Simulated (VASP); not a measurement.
Pt:

```
Pt
1.0
     2.72335    0.00000    0.00000
    -1.36168    2.35849    0.00000
     0.00000    0.00000    4.72737
Pt
2
Direct
  0.33333 0.66667 0.25000
  0.66667 0.33333 0.75000
```

This cell differs from its parent crystal: volume scaled by 0.96.

Base run:

| Quantity | Value |
| --- | --- |
| Program | VASP 6.6.1 |
| Functional | PBEsol |
| Potentials or basis | VASP PAW PBE potentials, release 64 (Pt) |
| Cutoff | 520 eV |
| k mesh | 11 × 11 × 6 |
| Occupations | fermi-dirac, width 0.05 eV |
| Spin | no spin polarisation |

Its results: band gap on the k mesh zero (band 10 reaches 11.38 eV, above the bottom of band 11 at 10.11 eV); pressure -0.9 GPa.

**Question.** The run is repeated on the same cell with these changes: functional from PBEsol to r2SCAN; further incar settings from ALGO = Fast; EDIFF = 1e-07; NBANDS = 17 to ALGO = Normal; EDIFF = 1e-06; NBANDS = 17. What comes out?

**Answer.** Band gap on the k mesh zero (band 10 reaches 11.31 eV, above the bottom of band 11 at 9.94 eV); pressure 5.1 GPa.

Caveats: the PAW data sets were made with another functional, which shifts forces and pressure a little; spin-orbit coupling is left out, which moves the levels of the heavy elements.
